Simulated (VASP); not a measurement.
# C (P6_3/mmc) in VASP: further runs, part 2 of 2

VASP 6.6.1. The steps go on from the part before.

### Step 4. Single point, PBE

This run uses another cell than the first one: it holds 2 atoms, not 4.

Input file INCAR:

```
PREC = Accurate
ENCUT = 520
EDIFF = 1E-6
ISMEAR = -1
SIGMA = 0.1
LREAL = False
LASPH = True
NELM = 80
ALGO = Normal
ISIF = 2
LWAVE = False
LCHARG = False
GGA = PE
NBANDS = 11
```

Input file KPOINTS:

```
regular mesh
0
Gamma
  22 22 12
```

Input file POSCAR:

```
C
1.0
    2.4337722315      0.0000000000      0.0000000000
   -1.2168861158      2.1077085795      0.0000000000
    0.0000000000      0.0000000000      2.2103182336
C
2
Direct
    0.3333333333      0.6666666667      0.2500000000
    0.6666666667      0.3333333333      0.7500000000
```

Potentials or basis: VASP PAW PBE potentials, release 64 (C).

Command:

```bash
$ cat potpaw_PBE.64/C/POTCAR > POTCAR
$ mpirun -np 1 vasp_std > vasp.out
```

OUTCAR:

```text
PREC = Accurate
   ENCUT = 520
   EDIFF = 1E-6
   ISMEAR = -1
   LREAL = False
   LASPH = True
   NELM = 80
   ISIF = 2
   GGA = PE

 ion  position               nearest neighbor table
   1  0.333  0.667  0.250-   2 1.79   2 1.79   2 1.79   2 1.79   2 1.79   2 1.79
   2  0.667  0.333  0.750-   1 1.79   1 1.79   1 1.79   1 1.79   1 1.79   1 1.79

  LATTYP: Found a hexagonal cell.
 ALAT       =     2.4337722315
 C/A-ratio  =     0.9081861503

  Lattice vectors:

 A1 = (   2.4337722315,   0.0000000000,   0.0000000000)
 A2 = (  -1.2168861158,   2.1077085795,   0.0000000000)
 A3 = (   0.0000000000,   0.0000000000,   2.2103182336)

Analysis of symmetry for initial positions (statically):
=====================================================================
 Subroutine PRICEL returns:
 Original cell was already a primitive cell.

 Routine SETGRP: Setting up the symmetry group for a
 hexagonal supercell.

 Subroutine GETGRP returns: Found 24 space group operations
 (whereof 12 operations were pure point group operations)
 out of a pool of 24 trial point group operations.

The static configuration has the point symmetry D_3d.
 The point group associated with its full space group is D_6h.

Analysis of symmetry for dynamics (positions and initial velocities):
=====================================================================
 Subroutine PRICEL returns:
 Original cell was already a primitive cell.

 Routine SETGRP: Setting up the symmetry group for a
 hexagonal supercell.

 Subroutine GETGRP returns: Found 24 space group operations
 (whereof 12 operations were pure point group operations)
 out of a pool of 24 trial point group operations.

The dynamic configuration has the point symmetry D_3d.
 The point group associated with its full space group is D_6h.

 Subroutine INISYM returns: Found 24 space group operations
 (whereof 12 operations are pure point group operations),
 and found     1 'primitive' translations

----------------------------------------------------------------------------------------

                                     Primitive cell

  volume of cell :      11.3382

  direct lattice vectors                    reciprocal lattice vectors
     2.433772231  0.000000000  0.000000000     0.410884793  0.237224446  0.000000000
    -1.216886116  2.107708580  0.000000000     0.000000000  0.474448892  0.000000000
     0.000000000  0.000000000  2.210318234     0.000000000  0.000000000  0.452423540

  length of vectors
     2.433772231  2.433772232  2.210318234     0.474448892  0.474448892  0.452423540

  position of ions in fractional coordinates (direct lattice)
     0.333333333  0.666666667  0.250000000
     0.666666667  0.333333333  0.750000000

  ion indices of the primitive-cell ions
   primitive index   ion index
                 1           1
                 2           2

----------------------------------------------------------------------------------------

 KPOINTS: regular mesh

Automatic generation of k-mesh.
 Grid dimensions read from file:
[... 24 lines left out ...]
  0.090909  0.000000  0.000000      6.000000
  0.136364  0.000000  0.000000      6.000000
  0.181818 -0.000000  0.000000      6.000000
  0.227273  0.000000  0.000000      6.000000
[... 16 lines left out ...]
  0.090909  0.090909  0.000000      6.000000
  0.136364  0.090909  0.000000     12.000000
 [... further k-points ...]
   k-points           NKPTS =    364   k-points in BZ     NKDIM =    364   number of bands    NBANDS=     11
   number of dos      NEDOS =    301   number of ions     NIONS =      2
   total plane-waves  NPLWV =   5184
   dimension x,y,z NGX =    18 NGY =   18 NGZ =   16
   dimension x,y,z NGXF=    36 NGYF=   36 NGZF=   32
   ions per type =               2
   NGX,Y,Z   is equivalent  to a cutoff of  12.30, 12.30, 12.03 a.u.
   NGXF,Y,Z  is equivalent  to a cutoff of  24.59, 24.59, 24.07 a.u.
 SYSTEM =  unknown system
   PREC   = accura    normal or accurate (medium, high low for compatibility)
   ISTART =      0    job   : 0-new  1-cont  2-samecut
   ICHARG =      2    charge: 1-file 2-atom 10-const
   ISPIN  =      1    spin polarized calculation?
   LNONCOLLINEAR =      F non collinear calculations
   LSORBIT =      F    spin-orbit coupling
   LASPH  =      T    aspherical Exc in radial PAW
   ENCUT  =  520.0 eV  38.22 Ry    6.18 a.u.   4.53  4.53  4.11*2*pi/ulx,y,z
   NELM   =     80;   NELMIN=  2; NELMDL= -5     # of ELM steps
   EDIFF  = 0.1E-05   stopping-criterion for ELM
   LREAL  =      F    real-space projection
   EDIFFG = 0.1E-04   stopping-criterion for IOM
   NSW    =      0    number of steps for IOM
   IBRION =     -1    ionic relax: 0-MD 1-quasi-New 2-CG
   NFREE  =      0    steps in history (QN), initial steepest desc. (CG)
   ISIF   =      2    stress and relaxation
   ISYM   =      2    0-nonsym 1-usesym 2-fastsym
   POTIM  = 0.5000    time-step for ionic-motion
   TEBEG  =    0.0;   TEEND  =   0.0 temperature during run
   PSTRESS=    0.0 pullay stress
   NELECT =       8.0000    total number of electrons
   NUPDOWN=      -1.0000    fix difference up-down
   EMIN   =  10.00;   EMAX   =-10.00  energy-range for DOS
   EFERMI =   0.00;   METHOD = LEGACY
   ISMEAR =    -1;   SIGMA  =   0.10  broadening in eV -4-tet -1-fermi 0-gaus
   EFERMI_NEDOS =   21; number of points for ismear=-14 and -15
   IALGO  =     38    algorithm
   IMIX   =      4    mixing-type and parameters
     AMIX     =   0.40;   BMIX     =  1.00
     AMIX_MAG =   1.60;   BMIX_MAG =  1.00
  volume/ion in A,a.u.               =       5.67        38.26
  Fermi-wavevector in a.u.,A,eV,Ry     =   1.457437  2.754156 28.900434  2.124122
  Thomas-Fermi vector in A             =   2.574238
   LORBIT       =      0    0 simple, 1 ext, 2 COOP (PROOUT), +10 PAW based schemes
   GGA     = PE    functional components
   LHFCALC =     F    Hartree Fock is set to
   AEXX    =    0.0000 exact exchange contribution
   IVDW    =     0    specifies the selected vdW correction
   LEPSILON=     F    determine dielectric tensor
   LRPA    =     F    only Hartree local field effects (RPA)
 non-spin polarized calculation
  energy-cutoff  :      520.00
  volume of cell :       11.34
 maximum number of plane-waves:       332
   NGX =  9   NGY =  9   NGZ =  9

 number of electron       8.0000000 magnetization

 Free energy of the ion-electron system (eV)
  ---------------------------------------------------
  ext. energy  EPLUGINS =         0.00000000
  ---------------------------------------------------
  free energy    TOTEN  =       -11.88650091 eV

  energy without entropy =      -11.86914757  energy(sigma->0) =      -11.87782424

 E-fermi :  10.4856     XC(G=0): -13.7294

 val. band max:       10.4761758261   @ k =   0.4545   0.0455   0.2500
 cond. band min:      10.4984471419   @ k =   0.3636   0.2273   0.4167
 fundamental gap:      0.0222713159
 Fermi energy:        10.4855603824

 k-point     1 :       0.0000    0.0000    0.0000
  band No.  band energies     occupation
      1     -11.4000      2.00000
      2       8.5342      2.00000
      3       9.5198      1.99987
      4       9.5198      1.99987
      5      16.7441      0.00000
      6      16.7441      0.00000
      7      16.8337      0.00000
      8      23.8334      0.00000
      9      23.8339      0.00000
     10      29.9244      0.00000
     11      38.4387      0.00000
[... 309 lines left out ...]
 k-point    24 :       0.1364    0.0909    0.0000
  band No.  band energies     occupation
      1     -10.3264      2.00000
      2       5.3699      2.00000
      3       7.2265      2.00000
      4       9.4830      1.99991
      5      16.8779      0.00000
      6      17.7217      0.00000
      7      19.1690      0.00000
      8      21.9110      0.00000
      9      26.6633      0.00000
     10      29.5990      0.00000
     11      39.0893      0.00000

 [... further k-points ...]

------------------------ aborting loop because EDIFF is reached ----------------------------------------

  FORCE on cell =-STRESS in cart. coord.  units (eV):
  Direction    XX          YY          ZZ          XY          YZ          ZX
  --------------------------------------------------------------------------------------
  -------------------------------------------------------------------------------------
  Total        1.5084095      1.5084095      1.5168614     -0.0000000      0.0000000      0.0000000
  in kB      213.1496031    213.1496031    214.3439269     -0.0000000      0.0000000      0.0000000
  external PRESSURE =     213.5477110 kB  Pullay stress =       0.0000000 kB

 VOLUME and BASIS-vectors are now :
 -----------------------------------------------------------------------------
  energy-cutoff  :      520.00
  volume of cell :       11.34
      direct lattice vectors                 reciprocal lattice vectors
     2.433772231  0.000000000  0.000000000     0.410884793  0.237224446  0.000000000
    -1.216886116  2.107708580  0.000000000     0.000000000  0.474448892  0.000000000
     0.000000000  0.000000000  2.210318234     0.000000000  0.000000000  0.452423540

 POSITION                                       TOTAL-FORCE (eV/Angst)
 -----------------------------------------------------------------------------------
     -0.00000      1.40514      0.55258         0.000000      0.000000      0.000000
      1.21689      0.70257      1.65774        -0.000000     -0.000000      0.000000
 -----------------------------------------------------------------------------------
    total drift:                               -0.000000      0.000000     -0.000000

  FREE ENERGIE OF THE ION-ELECTRON SYSTEM (eV)
  ---------------------------------------------------
  free  energy   TOTEN  =       -11.8865009065 eV

  energy  without entropy=      -11.8691475658  energy(sigma->0) =      -11.87782424
```

OSZICAR:

```text
N       E                     dE             d eps       ncg     rms          rms(c)
DAV:   1     0.573583571559E+01    0.57358E+01   -0.46890E+03  8336   0.696E+02
DAV:   2    -0.115786921376E+02   -0.17315E+02   -0.16391E+02 10670   0.118E+02
DAV:   3    -0.119348219271E+02   -0.35613E+00   -0.35224E+00  9453   0.126E+01
DAV:   4    -0.119354174584E+02   -0.59553E-03   -0.59546E-03  8814   0.605E-01
DAV:   5    -0.119354179803E+02   -0.52190E-06   -0.52016E-06  9373   0.173E-02    0.273E+00
DAV:   6    -0.118972014381E+02    0.38217E-01   -0.21352E-02  8590   0.104E+00    0.167E+00
DAV:   7    -0.118863305488E+02    0.10871E-01   -0.31689E-02  8797   0.130E+00    0.219E-01
DAV:   8    -0.118864984530E+02   -0.16790E-03   -0.81502E-04  8746   0.225E-01    0.258E-02
DAV:   9    -0.118864991994E+02   -0.74634E-06   -0.16903E-05  9229   0.313E-02    0.104E-02
DAV:  10    -0.118865009070E+02   -0.17076E-05   -0.15134E-06  8778   0.109E-02    0.745E-04
DAV:  11    -0.118865009065E+02    0.41695E-09   -0.99915E-09  4355   0.887E-04
   1 F= -.11886501E+02 E0= -.11877824E+02  d E =-.173533E-01
```

stdout:

```text
POSCAR found type information on POSCAR C
 POSCAR found :  1 types and       2 ions
 scaLAPACK will be used
 LDA part: xc-table for (Slater+PW92), standard interpolation
 POSCAR, INCAR and KPOINTS ok, starting setup
 FFT: planning ... GRIDC
 FFT: planning ... GRID_SOFT
 FFT: planning ... GRID
 WAVECAR not read
 entering main loop
```

Wall time 17 s (1 thread of Intel Xeon Platinum 8488C (Sapphire Rapids), shared host); peak memory 0.14 GiB.

What came out:

| Property | Result |
| --- | --- |
| Free energy | -11.8865 eV |
| Pressure | 21.4 GPa |
| Band gap on the k mesh | zero (band 4 reaches 14.51 eV, above the bottom of band 5 at 5.41 eV) |

Stress tensor (GPa, compression positive):
```
21.31  0.00  0.00
 0.00 21.31  0.00
 0.00  0.00 21.43
```

### Step 5. Relaxation of cell and atoms, PBE, target pressure 21 GPa, at which the enthalpy is minimised

This run uses another cell than the first one: it holds 2 atoms, not 4.

Input file INCAR:

```
  PREC = Accurate
  ENCUT = 600
  EDIFF = 1E-6
  ISMEAR = -1
  SIGMA = 0.1
  LREAL = False
  LASPH = True
  NELM = 60
  ALGO = Normal
  ISIF = 3
  LWAVE = False
  LCHARG = False
  GGA = PE
  IBRION = 2
  NSW = 32
  EDIFFG = -0.005
  PSTRESS = 210.0
```

KPOINTS is that of step 4.

Input file POSCAR:

```
C
1.0
    2.4339292432      0.0000000000      0.0000000000
   -1.2169646216      2.1078445556      0.0000000000
    0.0000000000      0.0000000000      2.2107016483
C
2
Direct
    0.3333333333      0.6666666667      0.2500000000
    0.6666666667      0.3333333333      0.7500000000
```

Command:

```bash
$ cat potpaw_PBE.64/C/POTCAR > POTCAR
$ mpirun -np 1 vasp_std > vasp.out
```

It took 24 s on 1 thread of AMD EPYC 7R43 (Zen 3), shared host; peak memory 0.1 GiB.

Results (log left out):

```
Free energy             : -11.8883 eV
Pressure after relaxing : 20.9 GPa
Band gap on the k mesh  : zero (band 4 reaches 14.50 eV, above the bottom of band 5 at 5.40 eV)
```

Final structure:
```
CELL_PARAMETERS angstrom
2.43393 0.00000 0.00000
-1.21696 2.10784 0.00000
0.00000 0.00000 2.21070
ATOMIC_POSITIONS crystal
C 0.33333 0.66667 0.25000
C 0.66667 0.33333 0.75000
```

Levels at points of the mesh, in eV from the Fermi level:
| k point | band 1 | band 2 | band 3 | band 4 | band 5 | band 6 | band 7 | band 8 |
| --- | --- | --- | --- | --- | --- | --- | --- | --- |
| (0.00, 0.00, 0.00) | -21.88 | -1.95 | -0.96 | -0.96 | 6.26 | 6.26 | 6.34 | 13.34 |
| (0.50, 0.00, 0.00) | -15.97 | -14.11 | -4.78 | 2.30 | 4.11 | 6.47 | 10.16 | 11.85 |
| (0.00, 0.00, 0.50) | -15.66 | -15.66 | 3.90 | 3.90 | 3.90 | 3.90 | 9.47 | 9.47 |
| (0.50, 0.00, 0.50) | -10.54 | -10.54 | -7.11 | -7.11 | 1.54 | 1.54 | 8.45 | 8.45 |

Caveat: the relaxation stopped at its first step, so nothing moved; the cell is relaxed towards a set pressure, so the enthalpy falls and the energy may rise.

### Step 6. Overview

| task | cell | k mesh | cutoff (eV) | gap on the mesh (eV) | pressure (GPa) |
| --- | --- | --- | --- | --- | --- |
| single point | a = 2.431, b = 2.431, c = 5.636 Å, angles 90.0, 90.0, 120.0°, 4 atoms | 15 × 15 × 5 | 520 | none | 21.5 |
| single point | a = 2.434, b = 2.434, c = 2.211 Å, angles 90.0, 90.0, 120.0°, 2 atoms | 22 × 22 × 12 | 520 | none | 21.2 |
| single point | a = 2.434, b = 2.434, c = 2.210 Å, angles 90.0, 90.0, 120.0°, 2 atoms | 22 × 22 × 12 | 520 | none | 21.4 |
| relaxation of cell and atoms | relaxed to 21 GPa from a = 2.434, b = 2.434, c = 2.211 Å, angles 90.0, 90.0, 120.0°, 2 atoms | 22 × 22 × 12 | 600 | none | 20.9 |

Alike in all rows: level PBE; potentials or basis VASP PAW PBE potentials, release 64 (C); no spin polarisation; smearing fermi-dirac 0.1 eV.

Caveats: the relaxation stopped at its first step, so nothing moved (some runs); the cell is relaxed towards a set pressure, so the enthalpy falls and the energy may rise (some runs).

Total energies depend on the potentials used, so only differences within one code and one set of settings carry meaning.
